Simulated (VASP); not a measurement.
# TiC: vibrations by perturbation theory with LDA

Crystal: TiC.

```
CELL_PARAMETERS angstrom
0.00000 2.16572 2.16572
2.16572 0.00000 2.16572
2.16572 2.16572 0.00000
ATOMIC_POSITIONS crystal
Ti 0.00000 0.00000 0.00000
C 0.50000 0.50000 0.50000
```

```yaml
Program: VASP 6.6.1
Task: vibrations by perturbation theory
Functional: LDA
Potentials_or_basis: VASP PAW LDA potentials, release 64 (Ti_sv, C)
Cutoff: 520 eV
k_mesh: 8 × 8 × 8
Occupations: fermi-dirac, width 0.05 eV
Spin: no spin polarisation
Dipole_correction: no
Further_INCAR_settings: ALGO = Normal; EDIFF = 1e-08; NBANDS = 15; IBRION = 8; NSW = 1
```

* Highest phonon frequency at Γ, LO-TO splitting left out: 514 cm⁻¹

Phonon frequencies in cm⁻¹ (negative: imaginary):
```tsv
q point	frequencies
(0.000, 0.000, 0.000)	0 0 0 514 514 514
```

Run time: 2.6 min on 1 thread of AMD EPYC 7R13, on a shared host, peak memory 0.15 GiB.

Caveat: the cell wasn't relaxed at this level first, which shifts response properties.
